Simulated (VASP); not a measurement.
# Br (C2/m) in VASP: single point with PBEsol

Aim: the single point of Br with PBEsol.

All numbers are computed with VASP 6.6.1; they aren't measurements. Logs are shortened: lines on timing, memory, paths and dates and some standing lists are left out, and cuts for length are marked.

### 1 The cell of the first run

It takes space group C2/m (No. 12, monoclinic). The conventional cell has a = 3.614 Å, b = 6.966 Å, c = 2.630 Å, α = 90.00°, β = 129.02°, γ = 90.00°. Within 3.5 Å of Br (site symmetry 2/m) lie 4 Br at 2.63 to 2.83 Å.

### 2 Single point, PBEsol (strained)

The input, INCAR:

```
ALGO     = Normal         # electronic algorithm
EDIFF    = 1E-6           # SCF threshold, eV
ENCUT    = 520            # plane-wave cutoff, eV
GGA      = PS             # functional
ISIF     = 2              # what is computed and relaxed
ISMEAR   = 0              # smearing method
LASPH    = T              # aspherical terms in the spheres
LCHARG   = F              # write CHGCAR
LREAL    = F              # projectors in reciprocal space
LWAVE    = F              # write WAVECAR
NBANDS   = 10             # bands
NELM     = 100            # most SCF steps
PREC     = Accurate       # precision mode
SIGMA    = 0.1            # smearing width, eV
```

The input, KPOINTS:

```
k-points
0
Gamma
  18 18 18
```

The input, POSCAR:

```
Br
1.0
   -1.2266228022      1.3270928467      3.4831424618
    1.2266228022     -1.3270928467      3.4831424618
    1.3974418068      1.4979118513     -3.4831424618
Br
1
Direct
    0.0000000000      0.0000000000      0.0000000000
```

Potentials or basis: VASP PAW PBE potentials, release 64 (Br).

Command:

```sh
$ cat potpaw_PBE.64/Br/POTCAR > POTCAR
$ mpirun -np 1 vasp_std > vasp.out
```

OUTCAR:

```text
EDIFF = 1E-6
   ENCUT = 520
   GGA = PS
   ISIF = 2
   ISMEAR = 0
   LASPH = T
   LREAL = F
   NELM = 100
   PREC = Accurate

 ion  position               nearest neighbor table
   1  0.000  0.000  0.000-

  LATTYP: Found a base centered monoclinic cell.
 ALAT       =     3.6142932491
 B/A-ratio  =     1.9274265931
 C/A-ratio  =     0.7275609535
 COS(beta)  =    -0.6296249535

  Lattice vectors:

 A1 = (   1.2266228022,  -1.3270928467,  -3.4831424618)
 A2 = (   1.2266228022,  -1.3270928467,   3.4831424618)
 A3 = (  -2.6240646090,  -0.1708190046,   0.0000000000)

Analysis of symmetry for initial positions (statically):
=====================================================================
 Subroutine PRICEL returns:
 Original cell was already a primitive cell.

 Routine SETGRP: Setting up the symmetry group for a
 base centered monoclinic supercell.

 Subroutine GETGRP returns: Found  4 space group operations
 (whereof  4 operations were pure point group operations)
 out of a pool of  4 trial point group operations.

The static configuration has the point symmetry C_2h.

Analysis of symmetry for dynamics (positions and initial velocities):
=====================================================================
 Subroutine PRICEL returns:
 Original cell was already a primitive cell.

 Routine SETGRP: Setting up the symmetry group for a
 base centered monoclinic supercell.

 Subroutine GETGRP returns: Found  4 space group operations
 (whereof  4 operations were pure point group operations)
 out of a pool of  4 trial point group operations.

The dynamic configuration has the point symmetry C_2h.

 Subroutine INISYM returns: Found  4 space group operations
 (whereof  4 operations are pure point group operations),
 and found     1 'primitive' translations

----------------------------------------------------------------------------------------

                                     Primitive cell

  volume of cell :      25.7189

  direct lattice vectors                    reciprocal lattice vectors
    -1.226622802  1.327092847  3.483142462    -0.023134245  0.355380566  0.143548536
     1.226622802 -1.327092847  3.483142462     0.382594150 -0.023134245  0.143548536
     1.397441807  1.497911851 -3.483142462     0.359459905  0.332246321  0.000000000

  length of vectors
     3.924036230  3.924036230  4.040899025     0.383974898  0.409291655  0.489488550

  position of ions in fractional coordinates (direct lattice)
     0.000000000  0.000000000  0.000000000

  ion indices of the primitive-cell ions
   primitive index   ion index
                 1           1

----------------------------------------------------------------------------------------

 KPOINTS: k-points

Automatic generation of k-mesh.
 Grid dimensions read from file:
 generate k-points for:   18   18   18

 Generating k-lattice:

  Cartesian coordinates                     Fractional coordinates (reciprocal lattice)
    -0.001285236  0.019743365  0.007974919     0.055555556 -0.000000000  0.000000000
     0.021255231 -0.001285236  0.007974919    -0.000000000  0.055555556  0.000000000
     0.019969995  0.018458129  0.000000000    -0.000000000  0.000000000  0.055555556

  Length of vectors
     0.021331939  0.022738425  0.027193808

  Shift w.r.t. Gamma in fractional coordinates (k-lattice)
     0.000000000  0.000000000  0.000000000

 Subroutine IBZKPT returns following result:
 ===========================================

 Found   1550 irreducible k-points:

 Following reciprocal coordinates:
            Coordinates               Weight
  0.000000  0.000000  0.000000      1.000000
  0.055556  0.000000  0.000000      4.000000
  0.111111  0.000000  0.000000      4.000000
  0.166667  0.000000 -0.000000      4.000000
  0.222222  0.000000  0.000000      4.000000
  0.277778  0.000000  0.000000      4.000000
[... 16 lines left out ...]
 -0.333333  0.055556  0.000000      4.000000
 -0.277778  0.055556 -0.000000      4.000000
 [... further k-points ...]
   k-points           NKPTS =   1550   k-points in BZ     NKDIM =   1550   number of bands    NBANDS=     10
   number of dos      NEDOS =    301   number of ions     NIONS =      1
   total plane-waves  NPLWV =  27000
   dimension x,y,z NGX =    30 NGY =   30 NGZ =   30
   dimension x,y,z NGXF=    60 NGYF=   60 NGZF=   60
   ions per type =               1
   NGX,Y,Z   is equivalent  to a cutoff of  12.71, 12.71, 12.34 a.u.
   NGXF,Y,Z  is equivalent  to a cutoff of  25.42, 25.42, 24.68 a.u.
 SYSTEM =  unknown system
   PREC   = accura    normal or accurate (medium, high low for compatibility)
   ISTART =      0    job   : 0-new  1-cont  2-samecut
   ICHARG =      2    charge: 1-file 2-atom 10-const
   ISPIN  =      1    spin polarized calculation?
   LNONCOLLINEAR =      F non collinear calculations
   LSORBIT =      F    spin-orbit coupling
   LASPH  =      T    aspherical Exc in radial PAW
   ENCUT  =  520.0 eV  38.22 Ry    6.18 a.u.   7.30  7.30  7.51*2*pi/ulx,y,z
   NELM   =    100;   NELMIN=  2; NELMDL= -5     # of ELM steps
   EDIFF  = 0.1E-05   stopping-criterion for ELM
   LREAL  =      F    real-space projection
   EDIFFG = 0.1E-04   stopping-criterion for IOM
   NSW    =      0    number of steps for IOM
   IBRION =     -1    ionic relax: 0-MD 1-quasi-New 2-CG
   NFREE  =      0    steps in history (QN), initial steepest desc. (CG)
   ISIF   =      2    stress and relaxation
   ISYM   =      2    0-nonsym 1-usesym 2-fastsym
   POTIM  = 0.5000    time-step for ionic-motion
   TEBEG  =    0.0;   TEEND  =   0.0 temperature during run
   PSTRESS=    0.0 pullay stress
   NELECT =       7.0000    total number of electrons
   NUPDOWN=      -1.0000    fix difference up-down
   EMIN   =  10.00;   EMAX   =-10.00  energy-range for DOS
   EFERMI =   0.00;   METHOD = LEGACY
   ISMEAR =     0;   SIGMA  =   0.10  broadening in eV -4-tet -1-fermi 0-gaus
   EFERMI_NEDOS =   21; number of points for ismear=-14 and -15
   IALGO  =     38    algorithm
   IMIX   =      4    mixing-type and parameters
     AMIX     =   0.40;   BMIX     =  1.00
     AMIX_MAG =   1.60;   BMIX_MAG =  1.00
  volume/ion in A,a.u.               =      25.72       173.56
  Fermi-wavevector in a.u.,A,eV,Ry     =   1.060938  2.004883 15.314584  1.125590
  Thomas-Fermi vector in A             =   2.196337
   LORBIT       =      0    0 simple, 1 ext, 2 COOP (PROOUT), +10 PAW based schemes
   GGA     = PS    functional components
   LHFCALC =     F    Hartree Fock is set to
   AEXX    =    0.0000 exact exchange contribution
   IVDW    =     0    specifies the selected vdW correction
   LEPSILON=     F    determine dielectric tensor
   LRPA    =     F    only Hartree local field effects (RPA)
 non-spin polarized calculation
 Gauss-broadening in eV      SIGMA  =   0.10
  energy-cutoff  :      520.00
  volume of cell :       25.72
 maximum number of plane-waves:       707
 NGX is ok and might be reduce to    30
   NGX = 15   NGY = 15   NGZ = 15

 number of electron       7.0000000 magnetization

 Free energy of the ion-electron system (eV)
  ---------------------------------------------------
  ext. energy  EPLUGINS =         0.00000000
  ---------------------------------------------------
  free energy    TOTEN  =        -1.66703220 eV

  energy without entropy =       -1.66467461  energy(sigma->0) =       -1.66585341

 E-fermi :   2.6598     XC(G=0):  -9.3740

 val. band max:        2.6577633065   @ k =  -0.4444   0.4444   0.3333
 cond. band min:       2.6600427870   @ k =  -0.1111  -0.2222   0.1667
 fundamental gap:      0.0022794805
 Fermi energy:         2.6598196895

 k-point     1 :       0.0000    0.0000    0.0000
  band No.  band energies     occupation
      1     -14.6277      2.00000
      2      -0.2304      2.00000
      3       3.1060      0.00000
      4       4.9792      0.00000
      5       7.4516      0.00000
      6      12.0308      0.00000
      7      13.8925      0.00000
      8      17.9307      0.00000
      9      19.1609      0.00000
     10      20.5080      0.00000

 k-point     2 :       0.0556    0.0000    0.0000
  band No.  band energies     occupation
      1     -14.5869      2.00000
      2      -0.2322      2.00000
      3       2.7492      0.20642
      4       4.9846      0.00000
      5       7.5912      0.00000
      6      12.4300      0.00000
      7      13.9538      0.00000
      8      16.6872      0.00000
      9      20.3942      0.00000
     10      20.5450      0.00000

 k-point     3 :       0.1111    0.0000    0.0000
  band No.  band energies     occupation
      1     -14.4666      2.00000
      2      -0.2367      2.00000
      3       1.8595      2.00000
      4       5.0165      0.00000
      5       7.9489      0.00000
      6      13.3575      0.00000
      7      14.2272      0.00000
      8      15.1583      0.00000
      9      20.5974      0.00000
     10      21.6966      0.00000

 k-point     4 :       0.1667    0.0000   -0.0000
  band No.  band energies     occupation
      1     -14.2730      2.00000
      2      -0.2524      2.00000
      3       0.7488      2.00000
      4       5.0810      0.00000
      5       8.4381      0.00000
      6      13.6865      0.00000
      7      13.9461      0.00000
      8      15.4461      0.00000
      9      20.7473      0.00000
     10      22.1362      0.00000
[... 222 lines left out ...]
 k-point    22 :      -0.3889    0.0556    0.0000
  band No.  band energies     occupation
      1     -13.0619      2.00000
      2      -3.3652      2.00000
      3       0.1366      2.00000
      4       4.8838      0.00000
      5       8.6007      0.00000
      6      13.0836      0.00000
      7      15.3120      0.00000
      8      19.8623      0.00000
      9      20.0606      0.00000
     10      21.1066      0.00000

 k-point    23 :      -0.3333    0.0556    0.0000
  band No.  band energies     occupation
      1     -13.3404      2.00000
      2      -2.6180      2.00000
      3       0.1137      2.00000
      4       4.7487      0.00000
      5       9.0000      0.00000
      6      12.1575      0.00000
      7      15.2922      0.00000
      8      19.6893      0.00000
      9      20.2053      0.00000
     10      21.4463      0.00000

 k-point    24 :      -0.2778    0.0556   -0.0000
  band No.  band energies     occupation
      1     -13.6501      2.00000
      2      -1.6635      2.00000
      3       0.0769      2.00000
      4       4.6203      0.00000
      5       9.1842      0.00000
      6      11.8239      0.00000
      7      15.1850      0.00000
      8      19.1030      0.00000
      9      19.2939      0.00000
     10      22.0427      0.00000

 [... further k-points ...]
[... 5 lines left out ...]
  --------------------------------------------------------------------------------------
  -------------------------------------------------------------------------------------
  Total        1.3366275      1.1274069      0.1140411      0.0006539      0.0000000      0.0000000
  in kB       83.2662290     70.2326704      7.1042758      0.0407326      0.0000000      0.0000000
  external PRESSURE =      53.5343918 kB  Pullay stress =       0.0000000 kB

 VOLUME and BASIS-vectors are now :
 -----------------------------------------------------------------------------
  energy-cutoff  :      520.00
  volume of cell :       25.72
      direct lattice vectors                 reciprocal lattice vectors
    -1.226622802  1.327092847  3.483142462    -0.023134245  0.355380566  0.143548536
     1.226622802 -1.327092847  3.483142462     0.382594150 -0.023134245  0.143548536
     1.397441807  1.497911851 -3.483142462     0.359459905  0.332246321  0.000000000

 POSITION                                       TOTAL-FORCE (eV/Angst)
 -----------------------------------------------------------------------------------
      0.00000      0.00000      0.00000         0.000000      0.000000      0.000000
 -----------------------------------------------------------------------------------
    total drift:                                0.000000      0.000000     -0.000000

  FREE ENERGIE OF THE ION-ELECTRON SYSTEM (eV)
  ---------------------------------------------------
  free  energy   TOTEN  =        -1.6670321987 eV

  energy  without entropy=       -1.6646746136  energy(sigma->0) =       -1.66585341
```

It took 2.9 min on 1 thread of Intel Xeon Platinum 8559C (Emerald Rapids), shared host; peak memory 0.47 GiB.

Results:

```yaml
Free_energy: -1.6670 eV
Pressure: 5.4 GPa
```

Caveat: the cell differs from its parent crystal (strained); the PAW data sets were made with another functional, which shifts forces and pressure a little; an odd number of electrons without spin polarisation forces a metal; a magnetic or distorted state may lie lower.
